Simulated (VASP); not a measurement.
# Ni (Fm-3m) in VASP: further runs, part 2 of 2

VASP 6.6.1. The steps go on from the part before.

### 3 Single point, r2SCAN, collinear spin, ferromagnetic start

File POSCAR:

```
Ni
1.0
    0.0000000000      1.7669000000      1.7669000000
    1.7669000000      0.0000000000      1.7669000000
    1.7669000000      1.7669000000      0.0000000000
Ni
1
Direct
    0.0000000000      0.0000000000      0.0000000000
```

File INCAR.step1:

```
SYSTEM = Ni
PREC     = Accurate       ! precision mode
ENCUT    = 520            ! plane-wave cutoff, eV
ISMEAR   = -1             ! smearing method
SIGMA    = 0.1            ! smearing width, eV
LREAL    = .FALSE.        ! projectors in reciprocal space
LASPH    = .TRUE.         ! aspherical terms in the spheres
NELM     = 150            ! most SCF steps
ISPIN    = 2              ! spin polarisation
MAGMOM   = 2              ! initial moments
LMAXMIX  = 4              ! l up to which the mixer works
NBANDS   = 15             ! bands
GGA      = PE             ! functional
ALGO     = Normal         ! electronic algorithm
EDIFF    = 1E-4           ! SCF threshold, eV
LWAVE    = .TRUE.         ! write WAVECAR
LCHARG   = .FALSE.        ! write CHGCAR
```

File INCAR.step2:

```
SYSTEM = Ni
PREC     = Accurate       ! precision mode
ENCUT    = 520            ! plane-wave cutoff, eV
EDIFF    = 1E-6           ! SCF threshold, eV
ISMEAR   = -1             ! smearing method
SIGMA    = 0.1            ! smearing width, eV
LREAL    = .FALSE.        ! projectors in reciprocal space
LASPH    = .TRUE.         ! aspherical terms in the spheres
NELM     = 150            ! most SCF steps
ALGO     = Normal         ! electronic algorithm
ISIF     = 2              ! what is computed and relaxed
LWAVE    = .FALSE.        ! write WAVECAR
LCHARG   = .TRUE.         ! write CHGCAR
ISPIN    = 2              ! spin polarisation
MAGMOM   = 2              ! initial moments
LORBIT   = 11             ! projections on sites
LMAXMIX  = 4              ! l up to which the mixer works
METAGGA  = R2SCAN         ! meta-GGA
LMIXTAU  = .TRUE.       
LELF     = .TRUE.         ! ELF
LVHAR    = .TRUE.       
NBANDS   = 15             ! bands
ISTART   = 1
```

File KPOINTS:

```
Automatic mesh
0
G
  14 14 14
  0 0 0
```

Potentials or basis: VASP PAW PBE potentials, release 64 (Ni).

Launch:

```bash
$ cat potpaw_PBE.64/Ni/POTCAR > POTCAR
$ cp INCAR.step1 INCAR
$ mpirun -np 1 vasp_std > vasp.out
$ cp INCAR.step2 INCAR
$ mpirun -np 1 vasp_std > vasp.out
```

OUTCAR:

```text
SYSTEM = Ni
   PREC = Accurate
   ENCUT = 520
   EDIFF = 1E-6
   ISMEAR = -1
   LREAL = .FALSE.
   LASPH = .TRUE.
   NELM = 150
   ISIF = 2
   ISPIN = 2
   LORBIT = 11
   METAGGA = R2SCAN
   ISTART = 1

 ion  position               nearest neighbor table
   1  0.000  0.000  0.000-

  LATTYP: Found a face centered cubic cell.
 ALAT       =     3.5338000000

  Lattice vectors:

 A1 = (   0.0000000000,   1.7669000000,   1.7669000000)
 A2 = (   1.7669000000,   0.0000000000,   1.7669000000)
 A3 = (   1.7669000000,   1.7669000000,   0.0000000000)

Analysis of symmetry for initial positions (statically):
=====================================================================
 Subroutine PRICEL returns:
 Original cell was already a primitive cell.

 Routine SETGRP: Setting up the symmetry group for a
 face centered cubic supercell.

 Subroutine GETGRP returns: Found 48 space group operations
 (whereof 48 operations were pure point group operations)
 out of a pool of 48 trial point group operations.

The static configuration has the point symmetry O_h .

Analysis of symmetry for dynamics (positions and initial velocities):
=====================================================================
 Subroutine PRICEL returns:
 Original cell was already a primitive cell.

 Routine SETGRP: Setting up the symmetry group for a
 face centered cubic supercell.

 Subroutine GETGRP returns: Found 48 space group operations
 (whereof 48 operations were pure point group operations)
 out of a pool of 48 trial point group operations.

The dynamic configuration has the point symmetry O_h .

Analysis of structural, dynamic, and magnetic symmetry:
=====================================================================
 Subroutine PRICEL returns:
 Original cell was already a primitive cell.

 Routine SETGRP: Setting up the symmetry group for a
 face centered cubic supercell.

 Subroutine GETGRP returns: Found 48 space group operations
 (whereof 48 operations were pure point group operations)
 out of a pool of 48 trial point group operations.

The overall configuration has the point symmetry O_h .

 Subroutine INISYM returns: Found 48 space group operations
 (whereof 48 operations are pure point group operations),
 and found     1 'primitive' translations

----------------------------------------------------------------------------------------

                                     Primitive cell

  volume of cell :      11.0323

  direct lattice vectors                    reciprocal lattice vectors
     0.000000000  1.766900000  1.766900000    -0.282981493  0.282981493  0.282981493
     1.766900000  0.000000000  1.766900000     0.282981493 -0.282981493  0.282981493
     1.766900000  1.766900000  0.000000000     0.282981493  0.282981493 -0.282981493

  length of vectors
     2.498773943  2.498773943  2.498773943     0.490138323  0.490138323  0.490138323

  position of ions in fractional coordinates (direct lattice)
     0.000000000  0.000000000  0.000000000

  ion indices of the primitive-cell ions
   primitive index   ion index
                 1           1

----------------------------------------------------------------------------------------

 KPOINTS: Automatic mesh

Automatic generation of k-mesh.
 Grid dimensions read from file:
 generate k-points for:   14   14   14

 Generating k-lattice:

  Cartesian coordinates                     Fractional coordinates (reciprocal lattice)
    -0.020212964  0.020212964  0.020212964     0.071428571  0.000000000  0.000000000
[... 72 lines left out ...]
   EMIN   =  10.00;   EMAX   =-10.00  energy-range for DOS
   EFERMI =   0.00;   METHOD = LEGACY
   ISMEAR =    -1;   SIGMA  =   0.10  broadening in eV -4-tet -1-fermi 0-gaus
   EFERMI_NEDOS =   21; number of points for ismear=-14 and -15
   IALGO  =     38    algorithm
   IMIX   =      4    mixing-type and parameters
     AMIX     =   0.40;   BMIX     =  1.00
     AMIX_MAG =   1.60;   BMIX_MAG =  1.00
  volume/ion in A,a.u.               =      11.03        74.45
  Fermi-wavevector in a.u.,A,eV,Ry     =   1.584356  2.993999 34.153140  2.510185
  Thomas-Fermi vector in A             =   2.683986
   LORBIT       =     11    0 simple, 1 ext, 2 COOP (PROOUT), +10 PAW based schemes
   METAGGA = R2SCAN    functional components
   LHFCALC =     F    Hartree Fock is set to
   AEXX    =    0.0000 exact exchange contribution
   IVDW    =     0    specifies the selected vdW correction
   LEPSILON=     F    determine dielectric tensor
   LRPA    =     F    only Hartree local field effects (RPA)
 spin polarized calculation
  energy-cutoff  :      520.00
  volume of cell :       11.03
 maximum number of plane-waves:       307
   NGX =  9   NGY =  9   NGZ =  9

 number of electron      10.0000010 magnetization       0.7422696

 Free energy of the ion-electron system (eV)
  ---------------------------------------------------
  ext. energy  EPLUGINS =         0.00000000
  ---------------------------------------------------
  free energy    TOTEN  =       -11.95089699 eV

  energy without entropy =      -11.90815334  energy(sigma->0) =      -11.92952516

 E-fermi :   9.1215     XC(G=0): -14.2911

 val. band max:        9.0932174952   @ k =  -0.2857   0.0714   0.0000
 cond. band min:       9.1588109668   @ k =   0.3571   0.1429   0.0714
 fundamental gap:      0.0655934715
 Fermi energy:         9.1215355976

 spin component 1

 k-point     1 :       0.0000    0.0000    0.0000
  band No.  band energies     occupation
      1      -0.1769      1.00000
      2       6.2086      1.00000
      3       6.2087      1.00000
      4       6.2087      1.00000
      5       7.4748      1.00000
      6       7.4748      1.00000
      7      33.5437      0.00000
      8      37.5790      0.00000
      9      37.5790      0.00000
     10      37.5793      0.00000
     11      40.1526      0.00000
     12      40.1526      0.00000
     13      40.1526      0.00000
     14      43.6508      0.00000
[... 403 lines left out ...]
      4       6.7206      1.00000
      5       7.3992      1.00000
      6       7.7769      1.00000
      7      24.9262      0.00000
      8      30.6836      0.00000
      9      31.3777      0.00000
     10      34.1337      0.00000
     11      39.4105      0.00000
     12      43.4924      0.00000
     13      45.5420      0.00000
     14      47.6545      0.00000
     15      51.1899      0.00000

 [... further k-points ...]

 spin component 2

 k-point     1 :       0.0000    0.0000    0.0000
  band No.  band energies     occupation
      1      -0.4389      1.00000
      2       7.5677      1.00000
      3       7.5677      1.00000
      4       7.5677      1.00000
      5       8.2510      0.99983
      6       8.2510      0.99983
      7      33.2690      0.00000
      8      37.6906      0.00000
      9      37.6907      0.00000
     10      37.6907      0.00000
     11      40.4602      0.00000
     12      40.4603      0.00000
     13      40.4603      0.00000
     14      43.7177      0.00000
[... 403 lines left out ...]
      4       7.9246      0.99999
      5       8.5388      0.99706
      6       8.7681      0.97164
      7      25.1266      0.00000
      8      30.8941      0.00000
      9      31.3751      0.00000
     10      34.3126      0.00000
     11      39.7475      0.00000
     12      43.6519      0.00000
     13      45.7629      0.00000
     14      47.9630      0.00000
     15      52.5436      0.00000

 [... further k-points ...]

------------------------ aborting loop because EDIFF is reached ----------------------------------------

  FORCE on cell =-STRESS in cart. coord.  units (eV):
  Direction    XX          YY          ZZ          XY          YZ          ZX
  --------------------------------------------------------------------------------------
  -------------------------------------------------------------------------------------
  Total       -0.5862980     -0.5862980     -0.5862980     -0.0000000      0.0000000     -0.0000000
  in kB      -85.1457711    -85.1457711    -85.1457711     -0.0000000      0.0000000     -0.0000000
  external PRESSURE =     -85.1457711 kB  Pullay stress =       0.0000000 kB

 VOLUME and BASIS-vectors are now :
 -----------------------------------------------------------------------------
  energy-cutoff  :      520.00
  volume of cell :       11.03
      direct lattice vectors                 reciprocal lattice vectors
     0.000000000  1.766900000  1.766900000    -0.282981493  0.282981493  0.282981493
     1.766900000  0.000000000  1.766900000     0.282981493 -0.282981493  0.282981493
     1.766900000  1.766900000  0.000000000     0.282981493  0.282981493 -0.282981493

 POSITION                                       TOTAL-FORCE (eV/Angst)
 -----------------------------------------------------------------------------------
      0.00000      0.00000      0.00000        -0.000000      0.000000      0.000000
 -----------------------------------------------------------------------------------
    total drift:                                0.000000      0.000000      0.000000

  FREE ENERGIE OF THE ION-ELECTRON SYSTEM (eV)
  ---------------------------------------------------
  free  energy   TOTEN  =       -11.9508969867 eV

  energy  without entropy=      -11.9081533384  energy(sigma->0) =      -11.92952516

 total charge

# of ion       s       p       d       tot
------------------------------------------
    1        0.509   0.506   8.305   9.320

 magnetization (x)

# of ion       s       p       d       tot
------------------------------------------
    1       -0.010  -0.043   0.821   0.768
```

Run time: 81 s. Hardware: 1 thread of Intel Xeon 6975P-C (Granite Rapids), shared host; peak memory 0.15 GiB.

Results:

| Property | Result |
| --- | --- |
| Free energy | -11.9509 eV |
| Pressure | -8.5 GPa |
| Net moment | 0.74 μB per cell |
| Site moments | Ni +0.77 μB |
| Valence electrons inside the program's atomic spheres | Ni 9.32 |

Caveat: the PAW data sets were made with another functional, which shifts forces and pressure a little.
